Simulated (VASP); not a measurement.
# Al2Pt (Fm-3m) in VASP: single point with PBE

Aim: the single point of Al2Pt with PBE.

Everything below comes from runs of VASP 6.6.1. Logs are shortened: lines on timing, memory, paths and dates and some standing lists are left out, and cuts for length are marked.

### Step 1. The cell of the first run

The structure is cubic, space group Fm-3m (No. 225). The conventional cell has a = 5.910 Å, b = 5.910 Å, c = 5.910 Å, α = 90.00°, β = 90.00°, γ = 90.00°. Within 3.4 Å of Al (site symmetry -43m) lie 4 Pt at 2.56 Å and 6 Al at 2.96 Å. Within 3.4 Å of Pt (site symmetry m-3m) lie 8 Al at 2.56 Å.

### Step 2. Single point, PBE

The input, INCAR:

```
SYSTEM = Al2Pt
  PREC = Accurate
  ENCUT = 500
  EDIFF = 1E-6
  ISMEAR = 1
  SIGMA = 0.01
  LREAL = .False.
  LASPH = .True.
  NELM = 120
  ALGO = Normal
  ISIF = 2
  LWAVE = .False.
  LCHARG = .False.
  GGA = PE
  NBANDS = 15
  ISYM = 0
  GGA_COMPAT = .False.
```

The input, KPOINTS:

```
Automatic mesh
0
Gamma
  8 8 8
  0.5 0.5 0.5
```

The input, POSCAR:

```
Al2Pt
1.0
    0.0000000000      2.9550000000      2.9550000000
    2.9550000000      0.0000000000      2.9550000000
    2.9550000000      2.9550000000      0.0000000000
Al Pt
2 1
Direct
    0.2500000000      0.2500000000      0.2500000000
    0.7500000000      0.7500000000      0.7500000000
    0.0000000000      0.0000000000      0.0000000000
```

Potentials or basis: VASP PAW PBE potentials, release 64 (Al, Pt).

On the command line:

```
$ cat potpaw_PBE.64/Al/POTCAR potpaw_PBE.64/Pt/POTCAR > POTCAR
$ mpirun -np 1 vasp_std > vasp.out
```

OUTCAR:

```text
SYSTEM = Al2Pt
   PREC = Accurate
   ENCUT = 500
   EDIFF = 1E-6
   ISMEAR = 1
   LREAL = .False.
   LASPH = .True.
   NELM = 120
   ISIF = 2
   GGA = PE
   ISYM = 0

 ion  position               nearest neighbor table
   1  0.250  0.250  0.250-   3 2.56   3 2.56   3 2.56   3 2.56   2 2.96   2 2.96   2 2.96   2 2.96
                             2 2.96   2 2.96
   2  0.750  0.750  0.750-   3 2.56   3 2.56   3 2.56   3 2.56   1 2.96   1 2.96   1 2.96   1 2.96
                             1 2.96   1 2.96
   3  0.000  0.000  0.000-   2 2.56   2 2.56   2 2.56   1 2.56   2 2.56   1 2.56   1 2.56   1 2.56

IMPORTANT INFORMATION: All symmetrisations will be switched off!
NOSYMM: (Re-)initialisation of all symmetry stuff for point group C_1.

----------------------------------------------------------------------------------------

                                     Primitive cell

  volume of cell :      51.6063

  direct lattice vectors                    reciprocal lattice vectors
     0.000000000  2.955000000  2.955000000    -0.169204738  0.169204738  0.169204738
     2.955000000  0.000000000  2.955000000     0.169204738 -0.169204738  0.169204738
     2.955000000  2.955000000  0.000000000     0.169204738  0.169204738 -0.169204738

  length of vectors
     4.179001077  4.179001077  4.179001077     0.293071203  0.293071203  0.293071203

  position of ions in fractional coordinates (direct lattice)
     0.250000000  0.250000000  0.250000000
     0.750000000  0.750000000  0.750000000
     0.000000000  0.000000000  0.000000000

  ion indices of the primitive-cell ions
   primitive index   ion index
                 1           1
                 2           2
                 3           3

----------------------------------------------------------------------------------------

 KPOINTS: Automatic mesh

Automatic generation of k-mesh.
 Grid dimensions read from file:
 generate k-points for:    8    8    8

 Generating k-lattice:

  Cartesian coordinates                     Fractional coordinates (reciprocal lattice)
    -0.021150592  0.021150592  0.021150592     0.125000000  0.000000000  0.000000000
     0.021150592 -0.021150592  0.021150592     0.000000000  0.125000000  0.000000000
     0.021150592  0.021150592 -0.021150592     0.000000000  0.000000000  0.125000000

  Length of vectors
     0.036633900  0.036633900  0.036633900

  Shift w.r.t. Gamma in fractional coordinates (k-lattice)
     0.500000000  0.500000000  0.500000000

 Subroutine IBZKPT returns following result:
 ===========================================

 Found   1024 irreducible k-points:

 Following reciprocal coordinates:
            Coordinates               Weight
  0.062500  0.062500  0.062500      2.000000
  0.062500  0.000000  0.000000      2.000000
  0.000000  0.000000 -0.062500      2.000000
  0.000000  0.062500  0.000000      2.000000
  0.187500  0.062500  0.062500      2.000000
  0.062500  0.187500  0.062500      2.000000
[... 16 lines left out ...]
  0.000000  0.250000 -0.062500      2.000000
  0.250000  0.000000 -0.062500      2.000000
 [... further k-points ...]
   k-points           NKPTS =   1024   k-points in BZ     NKDIM =   1024   number of bands    NBANDS=     15
   number of dos      NEDOS =    301   number of ions     NIONS =      3
   total plane-waves  NPLWV =  27000
   dimension x,y,z NGX =    30 NGY =   30 NGZ =   30
   dimension x,y,z NGXF=    60 NGYF=   60 NGZF=   60
   ions per type =               2   1
   NGX,Y,Z   is equivalent  to a cutoff of  11.93, 11.93, 11.93 a.u.
   NGXF,Y,Z  is equivalent  to a cutoff of  23.87, 23.87, 23.87 a.u.
 SYSTEM =  Al2Pt
   PREC   = accura    normal or accurate (medium, high low for compatibility)
   ISTART =      0    job   : 0-new  1-cont  2-samecut
   ICHARG =      2    charge: 1-file 2-atom 10-const
   ISPIN  =      1    spin polarized calculation?
   LNONCOLLINEAR =      F non collinear calculations
   LSORBIT =      F    spin-orbit coupling
   LASPH  =      T    aspherical Exc in radial PAW
   ENCUT  =  500.0 eV  36.75 Ry    6.06 a.u.   7.62  7.62  7.62*2*pi/ulx,y,z
   NELM   =    120;   NELMIN=  2; NELMDL= -5     # of ELM steps
   EDIFF  = 0.1E-05   stopping-criterion for ELM
   LREAL  =      F    real-space projection
   EDIFFG = 0.1E-04   stopping-criterion for IOM
   NSW    =      0    number of steps for IOM
   IBRION =     -1    ionic relax: 0-MD 1-quasi-New 2-CG
   NFREE  =      0    steps in history (QN), initial steepest desc. (CG)
   ISIF   =      2    stress and relaxation
   ISYM   =      0    0-nonsym 1-usesym 2-fastsym
   POTIM  = 0.5000    time-step for ionic-motion
   TEBEG  =    0.0;   TEEND  =   0.0 temperature during run
   PSTRESS=    0.0 pullay stress
   NELECT =      16.0000    total number of electrons
   NUPDOWN=      -1.0000    fix difference up-down
   EMIN   =  10.00;   EMAX   =-10.00  energy-range for DOS
   EFERMI =   0.00;   METHOD = LEGACY
   ISMEAR =     1;   SIGMA  =   0.01  broadening in eV -4-tet -1-fermi 0-gaus
   EFERMI_NEDOS =   21; number of points for ismear=-14 and -15
   IALGO  =     38    algorithm
   IMIX   =      4    mixing-type and parameters
     AMIX     =   0.40;   BMIX     =  1.00
     AMIX_MAG =   1.60;   BMIX_MAG =  1.00
  volume/ion in A,a.u.               =      17.20       116.09
  Fermi-wavevector in a.u.,A,eV,Ry     =   1.108019  2.093853 16.703966  1.227707
  Thomas-Fermi vector in A             =   2.244541
   LORBIT       =      0    0 simple, 1 ext, 2 COOP (PROOUT), +10 PAW based schemes
   GGA     = PE    functional components
   LHFCALC =     F    Hartree Fock is set to
   AEXX    =    0.0000 exact exchange contribution
   IVDW    =     0    specifies the selected vdW correction
   LEPSILON=     F    determine dielectric tensor
   LRPA    =     F    only Hartree local field effects (RPA)
 non-spin polarized calculation
 Methfessel and Paxton  Order N= 1 SIGMA  =   0.01
  energy-cutoff  :      500.00
  volume of cell :       51.61
 maximum number of plane-waves:      1325
   NGX = 15   NGY = 15   NGZ = 15

 number of electron      16.0000002 magnetization

 Free energy of the ion-electron system (eV)
  ---------------------------------------------------
  ext. energy  EPLUGINS =         0.00000000
  ---------------------------------------------------
  free energy    TOTEN  =       -16.24393332 eV

  energy without entropy =      -16.24385059  energy(sigma->0) =      -16.24390574

 E-fermi :   7.9523     XC(G=0): -10.7006

 val. band max:        7.9519587531   @ k =   0.4375  -0.4375   0.4375
 cond. band min:       7.9597185471   @ k =  -0.3750  -0.1875   0.1250
 fundamental gap:      0.0077597940
 Fermi energy:         7.9522923904

 k-point     1 :       0.0625    0.0625    0.0625
  band No.  band energies     occupation
      1      -2.2741      2.00000
      2       2.8153      2.00000
      3       2.8668      2.00000
      4       2.8668      2.00000
      5       4.1965      2.00000
      6       4.1965      2.00000
      7      10.7191      0.00000
      8      11.1340      0.00000
      9      11.5557      0.00000
     10      11.5557      0.00000
     11      13.4987      0.00000
     12      13.4987      0.00000
     13      13.8392      0.00000
     14      14.1229      0.00000
     15      14.1229      0.00000

 k-point     2 :       0.0625    0.0000    0.0000
  band No.  band energies     occupation
      1      -2.2741      2.00000
      2       2.8153      2.00000
      3       2.8668      2.00000
      4       2.8668      2.00000
      5       4.1965      2.00000
      6       4.1965      2.00000
      7      10.7191      0.00000
      8      11.1340      0.00000
      9      11.5557      0.00000
     10      11.5557      0.00000
     11      13.4987      0.00000
     12      13.4987      0.00000
     13      13.8392      0.00000
     14      14.1229      0.00000
     15      14.1229      0.00000

 k-point     3 :       0.0000    0.0000   -0.0625
  band No.  band energies     occupation
      1      -2.2741      2.00000
      2       2.8153      2.00000
      3       2.8668      2.00000
      4       2.8668      2.00000
      5       4.1965      2.00000
      6       4.1965      2.00000
      7      10.7191      0.00000
      8      11.1340      0.00000
      9      11.5557      0.00000
     10      11.5557      0.00000
     11      13.4987      0.00000
     12      13.4987      0.00000
     13      13.8392      0.00000
     14      14.1229      0.00000
     15      14.1229      0.00000

 k-point     4 :       0.0000    0.0625    0.0000
  band No.  band energies     occupation
      1      -2.2741      2.00000
      2       2.8153      2.00000
      3       2.8668      2.00000
      4       2.8668      2.00000
      5       4.1965      2.00000
      6       4.1965      2.00000
      7      10.7191      0.00000
      8      11.1340      0.00000
      9      11.5557      0.00000
     10      11.5557      0.00000
     11      13.4987      0.00000
     12      13.4987      0.00000
     13      13.8392      0.00000
     14      14.1229      0.00000
     15      14.1229      0.00000
[... 307 lines left out ...]
 k-point    22 :       0.0625   -0.2500    0.0000
  band No.  band energies     occupation
      1      -1.3125      2.00000
      2       2.3552      2.00000
      3       3.0843      2.00000
      4       3.1188      2.00000
      5       4.1048      2.00000
      6       4.2842      2.00000
      7       6.6295      2.00000
      8       9.2919      0.00000
      9      10.3268      0.00000
     10      11.8544      0.00000
     11      12.9549      0.00000
     12      13.1832      0.00000
     13      14.1247      0.00000
     14      14.9349      0.00000
     15      15.1668      0.00000

 k-point    23 :       0.0000    0.2500   -0.0625
  band No.  band energies     occupation
      1      -1.3125      2.00000
      2       2.3552      2.00000
      3       3.0843      2.00000
      4       3.1188      2.00000
      5       4.1048      2.00000
      6       4.2842      2.00000
      7       6.6295      2.00000
      8       9.2919      0.00000
      9      10.3268      0.00000
     10      11.8544      0.00000
     11      12.9549      0.00000
     12      13.1832      0.00000
     13      14.1247      0.00000
     14      14.9349      0.00000
     15      15.1668      0.00000

 k-point    24 :       0.2500    0.0000   -0.0625
  band No.  band energies     occupation
      1      -1.3125      2.00000
      2       2.3552      2.00000
      3       3.0843      2.00000
      4       3.1188      2.00000
      5       4.1048      2.00000
      6       4.2842      2.00000
      7       6.6295      2.00000
      8       9.2919      0.00000
      9      10.3268      0.00000
     10      11.8544      0.00000
     11      12.9549      0.00000
     12      13.1832      0.00000
     13      14.1247      0.00000
     14      14.9349      0.00000
     15      15.1668      0.00000

 [... further k-points ...]
[... 5 lines left out ...]
  --------------------------------------------------------------------------------------
  -------------------------------------------------------------------------------------
  Total        0.7607714      0.7607717      0.7607712     -0.0000018     -0.0000018     -0.0000014
  in kB       23.6190443     23.6190541     23.6190385     -0.0000559     -0.0000548     -0.0000443
  external PRESSURE =      23.6190456 kB  Pullay stress =       0.0000000 kB

 VOLUME and BASIS-vectors are now :
 -----------------------------------------------------------------------------
  energy-cutoff  :      500.00
  volume of cell :       51.61
      direct lattice vectors                 reciprocal lattice vectors
     0.000000000  2.955000000  2.955000000    -0.169204738  0.169204738  0.169204738
     2.955000000  0.000000000  2.955000000     0.169204738 -0.169204738  0.169204738
     2.955000000  2.955000000  0.000000000     0.169204738  0.169204738 -0.169204738

 POSITION                                       TOTAL-FORCE (eV/Angst)
 -----------------------------------------------------------------------------------
      1.47750      1.47750      1.47750        -0.000000      0.000000     -0.000000
      4.43250      4.43250      4.43250         0.000000      0.000000      0.000000
      0.00000      0.00000      0.00000         0.000000     -0.000000     -0.000000
 -----------------------------------------------------------------------------------
    total drift:                                0.000000     -0.000000     -0.000000

  FREE ENERGIE OF THE ION-ELECTRON SYSTEM (eV)
  ---------------------------------------------------
  free  energy   TOTEN  =       -16.2439333207 eV

  energy  without entropy=      -16.2438505862  energy(sigma->0) =      -16.24390574
```

Wall time 16 min (1 thread of AMD EPYC 7R43 (Zen 3), shared host); peak memory 0.74 GiB.

Results:

```yaml
Free_energy: -16.2439 eV
Pressure: 2.4 GPa
Band_gap_on_the_k_mesh: zero (bands 8 and 9 overlap by 4.71 eV)
```

Levels at points of the mesh, in eV from the Fermi level:
```tsv
k point	band 6	band 7	band 8	band 9	band 10	band 11
(0.06, 0.06, 0.06)	-3.76	2.77	3.18	3.60	3.60	5.55
```

Caveat: spin-orbit coupling is left out, which moves the levels of the heavy elements.
